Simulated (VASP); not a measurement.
# Ca4Dy (P4/mmm) in VASP: a series of runs

Runs on Ca4Dy. Level: PBE. Tasks: single point, relaxation of cell and atoms.

Program: VASP 6.6.1. These are calculated values, not measurements. Logs are shortened: lines on timing, memory, paths and dates and some standing lists are left out, and cuts for length are marked.

**1. The cell of the first run**

The structure is tetragonal, space group P4/mmm (No. 123). Conventional cell: a = 4.535 Å, b = 4.535 Å, c = 8.729 Å, α = 90.00°, β = 90.00°, γ = 90.00°. Within 4.2 Å of Ca (site symmetry mmm) lie 8 Ca at 3.21 to 3.53 Å. Within 4.6 Å of Ca (site symmetry 4mm) lie 9 Ca at 3.32 to 4.53 Å and 4 Dy at 3.61 Å. Within 4.7 Å of Dy (site symmetry 4/mmm) lie 8 Ca at 3.61 Å and 4 Dy at 4.53 Å.

**2. Single point, PBE (35.90 Å³/atom)**

The input, INCAR:

```
SYSTEM = Ca4Dy
PREC     = Accurate       ! precision mode
ENCUT    = 500            ! plane-wave cutoff, eV
EDIFF    = 1E-6           ! SCF threshold, eV
ISMEAR   = 0              ! smearing method
SIGMA    = 0.1            ! smearing width, eV
LREAL    = .FALSE.        ! projectors in reciprocal space
LASPH    = .TRUE.         ! aspherical terms in the spheres
NELM     = 200            ! most SCF steps
ALGO     = Normal         ! electronic algorithm
ISIF     = 2              ! what is computed and relaxed
LWAVE    = .FALSE.        ! write WAVECAR
LCHARG   = .TRUE.         ! write CHGCAR
GGA      = PE             ! functional
LELF     = .TRUE.         ! ELF
LVHAR    = .TRUE.       
NBANDS   = 32             ! bands
GGA_COMPAT= .FALSE.      
LMAXMIX  = 6              ! l up to which the mixer works
```

The input, KPOINTS:

```
Automatic mesh
0
G
  8 8 4
  0 0 0
```

The input, POSCAR:

```
Ca4Dy
1.0
    4.5345054079      0.0000000000      0.0000000000
    0.0000000000      4.5345054079      0.0000000000
    0.0000000000      0.0000000000      8.7290190722
Ca Dy
4 1
Direct
    0.0000000000      0.5000000000      0.5000000000
    0.5000000000      0.0000000000      0.5000000000
    0.0000000000      0.0000000000      0.1900914024
    0.0000000000      0.0000000000      0.8099085976
    0.5000000000      0.5000000000      0.0000000000
```

Potentials or basis: VASP PAW PBE potentials, release 64 (Ca_sv, Dy_3), 4f in core.

Launch:

```sh
cat potpaw_PBE.64/Ca_sv/POTCAR potpaw_PBE.64/Dy_3/POTCAR > POTCAR
mpirun -np 1 vasp_std > vasp.out
```

OUTCAR:

```text
SYSTEM = Ca4Dy
   PREC = Accurate
   ENCUT = 500
   EDIFF = 1E-6
   ISMEAR = 0
   LREAL = .FALSE.
   LASPH = .TRUE.
   NELM = 200
   ISIF = 2
   GGA = PE

 ion  position               nearest neighbor table
   1  0.000  0.500  0.500-
   2  0.500  0.000  0.500-
   3  0.000  0.000  0.190-
   4  0.000  0.000  0.810-
   5  0.500  0.500  0.000-

  LATTYP: Found a simple tetragonal cell.
 ALAT       =     4.5345054079
 C/A-ratio  =     1.9250212067

  Lattice vectors:

 A1 = (   4.5345054079,   0.0000000000,   0.0000000000)
 A2 = (   0.0000000000,   4.5345054079,   0.0000000000)
 A3 = (   0.0000000000,   0.0000000000,   8.7290190722)

Analysis of symmetry for initial positions (statically):
=====================================================================
 Subroutine PRICEL returns:
 Original cell was already a primitive cell.

 Routine SETGRP: Setting up the symmetry group for a
 simple tetragonal supercell.

 Subroutine GETGRP returns: Found 16 space group operations
 (whereof 16 operations were pure point group operations)
 out of a pool of 16 trial point group operations.

The static configuration has the point symmetry D_4h.

Analysis of symmetry for dynamics (positions and initial velocities):
=====================================================================
 Subroutine PRICEL returns:
 Original cell was already a primitive cell.

 Routine SETGRP: Setting up the symmetry group for a
 simple tetragonal supercell.

 Subroutine GETGRP returns: Found 16 space group operations
 (whereof 16 operations were pure point group operations)
 out of a pool of 16 trial point group operations.

The dynamic configuration has the point symmetry D_4h.

 Subroutine INISYM returns: Found 16 space group operations
 (whereof 16 operations are pure point group operations),
 and found     1 'primitive' translations

----------------------------------------------------------------------------------------

                                     Primitive cell

  volume of cell :     179.4838

  direct lattice vectors                    reciprocal lattice vectors
     4.534505408  0.000000000  0.000000000     0.220531218  0.000000000  0.000000000
     0.000000000  4.534505408  0.000000000     0.000000000  0.220531218  0.000000000
     0.000000000  0.000000000  8.729019072     0.000000000  0.000000000  0.114560410

  length of vectors
     4.534505408  4.534505408  8.729019072     0.220531218  0.220531218  0.114560410

  position of ions in fractional coordinates (direct lattice)
     0.000000000  0.500000000  0.500000000
     0.500000000  0.000000000  0.500000000
     0.000000000  0.000000000  0.190091402
     0.000000000  0.000000000  0.809908598
     0.500000000  0.500000000  0.000000000

  ion indices of the primitive-cell ions
   primitive index   ion index
                 1           1
                 2           2
                 3           3
                 4           4
                 5           5

----------------------------------------------------------------------------------------

 KPOINTS: Automatic mesh

Automatic generation of k-mesh.
 Grid dimensions read from file:
 generate k-points for:    8    8    4

 Generating k-lattice:

  Cartesian coordinates                     Fractional coordinates (reciprocal lattice)
     0.027566402  0.000000000  0.000000000     0.125000000  0.000000000  0.000000000
     0.000000000  0.027566402  0.000000000     0.000000000  0.125000000  0.000000000
     0.000000000  0.000000000  0.028640102     0.000000000  0.000000000  0.250000000

  Length of vectors
     0.027566402  0.027566402  0.028640102

  Shift w.r.t. Gamma in fractional coordinates (k-lattice)
     0.000000000  0.000000000  0.000000000

 Subroutine IBZKPT returns following result:
 ===========================================

 Found     45 irreducible k-points:

 Following reciprocal coordinates:
            Coordinates               Weight
  0.000000  0.000000  0.000000      1.000000
  0.125000  0.000000  0.000000      4.000000
  0.250000  0.000000  0.000000      4.000000
  0.375000  0.000000  0.000000      4.000000
  0.500000  0.000000  0.000000      2.000000
  0.125000  0.125000  0.000000      4.000000
[... 16 lines left out ...]
  0.375000  0.125000  0.250000     16.000000
  0.500000  0.125000  0.250000      8.000000
 [... further k-points ...]
   k-points           NKPTS =     45   k-points in BZ     NKDIM =     45   number of bands    NBANDS=     32
   number of dos      NEDOS =    301   number of ions     NIONS =      5
   total plane-waves  NPLWV =  82944
   dimension x,y,z NGX =    36 NGY =   36 NGZ =   64
   dimension x,y,z NGXF=    72 NGYF=   72 NGZF=  128
   ions per type =               4   1
   NGX,Y,Z   is equivalent  to a cutoff of  13.20, 13.20, 12.19 a.u.
   NGXF,Y,Z  is equivalent  to a cutoff of  26.40, 26.40, 24.38 a.u.
 SYSTEM =  Ca4Dy
   PREC   = accura    normal or accurate (medium, high low for compatibility)
   ISTART =      0    job   : 0-new  1-cont  2-samecut
   ICHARG =      2    charge: 1-file 2-atom 10-const
   ISPIN  =      1    spin polarized calculation?
   LNONCOLLINEAR =      F non collinear calculations
   LSORBIT =      F    spin-orbit coupling
   LASPH  =      T    aspherical Exc in radial PAW
   ENCUT  =  500.0 eV  36.75 Ry    6.06 a.u.   8.27  8.27 15.92*2*pi/ulx,y,z
   NELM   =    200;   NELMIN=  2; NELMDL= -5     # of ELM steps
   EDIFF  = 0.1E-05   stopping-criterion for ELM
   LREAL  =      F    real-space projection
[... 7 lines left out ...]
   TEBEG  =    0.0;   TEEND  =   0.0 temperature during run
   PSTRESS=    0.0 pullay stress
   NELECT =      49.0000    total number of electrons
   NUPDOWN=      -1.0000    fix difference up-down
   EMIN   =  10.00;   EMAX   =-10.00  energy-range for DOS
   EFERMI =   0.00;   METHOD = LEGACY
   ISMEAR =     0;   SIGMA  =   0.10  broadening in eV -4-tet -1-fermi 0-gaus
   EFERMI_NEDOS =   21; number of points for ismear=-14 and -15
   IALGO  =     38    algorithm
   IMIX   =      4    mixing-type and parameters
     AMIX     =   0.40;   BMIX     =  1.00
     AMIX_MAG =   1.60;   BMIX_MAG =  1.00
  volume/ion in A,a.u.               =      35.90       242.24
  Fermi-wavevector in a.u.,A,eV,Ry     =   1.062018  2.006922 15.345761  1.127882
  Thomas-Fermi vector in A             =   2.197454
   LORBIT       =      0    0 simple, 1 ext, 2 COOP (PROOUT), +10 PAW based schemes
   GGA     = PE    functional components
   LHFCALC =     F    Hartree Fock is set to
   AEXX    =    0.0000 exact exchange contribution
   IVDW    =     0    specifies the selected vdW correction
   LEPSILON=     F    determine dielectric tensor
   LRPA    =     F    only Hartree local field effects (RPA)
 non-spin polarized calculation
 Gauss-broadening in eV      SIGMA  =   0.10
  energy-cutoff  :      500.00
  volume of cell :      179.48
 maximum number of plane-waves:      4587
 NGX is ok and might be reduce to    36
   NGX = 17   NGY = 17   NGZ = 31

 number of electron      48.9999993 magnetization

 Free energy of the ion-electron system (eV)
  ---------------------------------------------------
  ext. energy  EPLUGINS =         0.00000000
  ---------------------------------------------------
  free energy    TOTEN  =       -10.20076778 eV

  energy without entropy =      -10.17315625  energy(sigma->0) =      -10.18696202

 E-fermi :   2.4785     XC(G=0):  -8.4463

 val. band max:        2.4751724960   @ k =   0.5000   0.5000   0.5000
 cond. band min:       2.4862320548   @ k =   0.3750   0.3750   0.2500
 fundamental gap:      0.0110595588
 Fermi energy:         2.4785477873

 k-point     1 :       0.0000    0.0000    0.0000
  band No.  band energies     occupation
      1     -39.0890      2.00000
      2     -38.9802      2.00000
      3     -38.9103      2.00000
      4     -38.8938      2.00000
      5     -21.7294      2.00000
      6     -21.6731      2.00000
[... 24 lines left out ...]
     31       4.3678      0.00000
     32       4.3907      0.00000

 k-point     2 :       0.1250    0.0000    0.0000
  band No.  band energies     occupation
      1     -39.0848      2.00000
      2     -38.9842      2.00000
      3     -38.9103      2.00000
      4     -38.8937      2.00000
      5     -21.7296      2.00000
      6     -21.6768      2.00000
[... 24 lines left out ...]
     31       4.1831      0.00000
     32       4.2827      0.00000

 k-point     3 :       0.2500    0.0000    0.0000
  band No.  band energies     occupation
      1     -39.0728      2.00000
      2     -38.9958      2.00000
      3     -38.9103      2.00000
      4     -38.8935      2.00000
      5     -21.7301      2.00000
      6     -21.6858      2.00000
[... 24 lines left out ...]
     31       3.8142      0.00000
     32       4.2283      0.00000

 k-point     4 :       0.3750    0.0000    0.0000
  band No.  band energies     occupation
      1     -39.0550      2.00000
      2     -39.0132      2.00000
      3     -38.9103      2.00000
      4     -38.8933      2.00000
      5     -21.7307      2.00000
      6     -21.6947      2.00000
[... 24 lines left out ...]
     31       4.0245      0.00000
     32       4.3487      0.00000

 k-point     5 :       0.5000    0.0000    0.0000
  band No.  band energies     occupation
      1     -39.0347      2.00000
      2     -39.0334      2.00000
      3     -38.9103      2.00000
      4     -38.8932      2.00000
      5     -21.7309      2.00000
      6     -21.6984      2.00000
[... 584 lines left out ...]
     31       3.9600      0.00000
     32       4.4738      0.00000

 k-point    22 :       0.2500    0.1250    0.2500
  band No.  band energies     occupation
      1     -39.0697      2.00000
      2     -38.9985      2.00000
      3     -38.9110      2.00000
      4     -38.8928      2.00000
      5     -21.7298      2.00000
      6     -21.6855      2.00000
[... 24 lines left out ...]
     31       3.8896      0.00000
     32       4.3359      0.00000

 k-point    23 :       0.3750    0.1250    0.2500
  band No.  band energies     occupation
      1     -39.0531      2.00000
      2     -39.0146      2.00000
      3     -38.9109      2.00000
      4     -38.8927      2.00000
      5     -21.7299      2.00000
      6     -21.6948      2.00000
[... 24 lines left out ...]
     31       3.9801      0.00000
     32       4.4042      0.00000

 k-point    24 :       0.5000    0.1250    0.2500
  band No.  band energies     occupation
      1     -39.0343      2.00000
      2     -39.0333      2.00000
      3     -38.9109      2.00000
      4     -38.8926      2.00000
      5     -21.7300      2.00000
      6     -21.6986      2.00000
[... 24 lines left out ...]
     31       3.9850      0.00000
     32       4.3501      0.00000

 [... further k-points ...]
[... 5 lines left out ...]
  --------------------------------------------------------------------------------------
  -------------------------------------------------------------------------------------
  Total        3.1120285      3.1120285      3.0167474      0.0000000      0.0000000      0.0000000
  in kB       27.7797831     27.7797831     26.9292489      0.0000000      0.0000000      0.0000000
  external PRESSURE =      27.4962717 kB  Pullay stress =       0.0000000 kB

 VOLUME and BASIS-vectors are now :
 -----------------------------------------------------------------------------
  energy-cutoff  :      500.00
  volume of cell :      179.48
      direct lattice vectors                 reciprocal lattice vectors
     4.534505408  0.000000000  0.000000000     0.220531218  0.000000000  0.000000000
     0.000000000  4.534505408  0.000000000     0.000000000  0.220531218  0.000000000
     0.000000000  0.000000000  8.729019072     0.000000000  0.000000000  0.114560410

 POSITION                                       TOTAL-FORCE (eV/Angst)
 -----------------------------------------------------------------------------------
      0.00000      2.26725      4.36451        -0.000000      0.000000     -0.000000
      2.26725      0.00000      4.36451        -0.000000      0.000000     -0.000000
      0.00000      0.00000      1.65931         0.000000     -0.000000      0.007525
      0.00000      0.00000      7.06971        -0.000000     -0.000000     -0.007525
      2.26725      2.26725      0.00000        -0.000000      0.000000     -0.000000
 -----------------------------------------------------------------------------------
    total drift:                                0.000000      0.000000      0.000000

  FREE ENERGIE OF THE ION-ELECTRON SYSTEM (eV)
  ---------------------------------------------------
  free  energy   TOTEN  =       -10.2007677790 eV

  energy  without entropy=      -10.1731562533  energy(sigma->0) =      -10.18696202
```

Run time: 3.2 min. Hardware: 1 thread of AMD EPYC 7R13 (Zen 3), shared host; peak memory 0.37 GiB.

Results:

```
Free energy            : -10.2008 eV
Pressure               : 2.7 GPa
Largest force          : 0.008 eV/Å
Band gap on the k mesh : zero (an odd number of electrons rules out a gap without spin polarisation)
```

Forces on the atoms (eV/Å):
```
Ca   0.000  0.000  0.000
Ca   0.000  0.000  0.000
Ca   0.000  0.000  0.008
Ca   0.000  0.000 -0.008
Dy   0.000  0.000  0.000
```

Stress tensor (GPa, compression positive):
```
2.78 0.00 0.00
0.00 2.78 0.00
0.00 0.00 2.69
```

Caveat: spin-orbit coupling is left out, which moves the levels of the heavy elements; the 4f electrons are frozen in the core, so they carry no moment and show no levels. Spin polarisation is off, so any magnetic state and its effect on volume and gap are missing.

[end of part 1 of 2]
